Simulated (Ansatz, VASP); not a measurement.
## SiC5 in VASP and in Ansatz

The input INCAR:

```
  PREC = Accurate
  ENCUT = 520
  EDIFF = 1E-6
  ISMEAR = 0
  SIGMA = 0.1
  LREAL = False
  LASPH = True
  NELM = 150
  ALGO = Normal
  ISIF = 2
  LWAVE = False
  LCHARG = True
  ISPIN = 2
  MAGMOM = 0 1 1 1 1 1
  LORBIT = 11
  GGA = PE
  LELF = True
  LVHAR = True
  NBANDS = 25
```

Contents of KPOINTS:

```
regular mesh
0
Gamma
  6 6 4
```

POSCAR

```
SiC5
1.0
    5.1401796900      0.0000000000      0.0000000000
   -2.5700898500      4.4515261900      0.0000000000
    0.0000000000      0.0000000000      4.6189359900
Si C
1 5
Direct
    0.0000000000      0.0000000000      0.5000000000
    0.0000000000      0.6383360000      0.0000000000
    0.6383360000      0.0000000000      0.0000000000
    0.3616640000      0.3616640000      0.0000000000
    0.6666666700      0.3333333300      0.5000000000
    0.3333333300      0.6666666700      0.5000000000
```

Input for Ansatz:

```yaml
crystal:
  lattice:
    - [5.14017969, 0.0, 0.0]
    - [-2.57008985, 4.45152619, 0.0]
    - [0.0, 0.0, 4.61893599]
  atoms:
    - { symbol: Si, position: [0.0, 0.0, 0.5] }
    - { symbol: C, position: [0.0, 0.638336, 0.0], spin: 1.0 }
    - { symbol: C, position: [0.638336, 0.0, 0.0], spin: 1.0 }
    - { symbol: C, position: [0.361664, 0.361664, 0.0], spin: 1.0 }
    - { symbol: C, position: [0.66666667, 0.33333333, 0.5], spin: 1.0 }
    - { symbol: C, position: [0.33333333, 0.66666667, 0.5], spin: 1.0 }
basis:
  ecutwfc: 420
kpoints:
  mp_grid: { grid: [6, 6, 4] }
hamiltonian:
  xc: pbe
scf:
  occupations: { method: gaussian, width: 0.1 }
  lower_state_search: "off"
output:
  forces: true
  stress: true
  eigenvalues: true
  populations: true
magnetization:
  spin_polarized: true
```

Change from the starting cell: species swapped into the YMg5 type (P-62m, No. 189).

Alike in both runs: task single point; functional PBE; k mesh 6 × 6 × 4; occupations gaussian, width 0.1 eV; collinear spin.

|  | VASP | Ansatz |
| --- | --- | --- |
| version | VASP 6.6.1 | Ansatz 0.2.0 |
| potentials or method | VASP PAW PBE potentials, release 64 (Si, C), cutoff 520 eV | scalar-relativistic, plane waves, PAW |
| valence electrons in the cell | 24 | 24 |

Ansatz gave:

| Item | Value |
| --- | --- |
| gap on the k mesh at the Fermi level (eV) | none |
| pressure (GPa) | -24.1 |
| traceless stress, the component that is largest in VASP (GPa) | -1.69 |
| rms of the force components (eV/Å) | 0.070 |
| net moment per atom (μB) | 0.00 |

Task: Estimate VASP's values.

Result: gap on the k mesh at the Fermi level (eV): none; pressure (GPa): -24.1; traceless stress, the component that is largest in VASP (GPa): -1.69; rms of the force components (eV/Å): 0.071; net moment per atom (μB): 0.00.

Atom by atom the forces differ by 0.001 eV/Å (rms over components). A gap of «none» marks a metal or a gap that the smearing closes. Ansatz's warnings: seeded moment not kept.
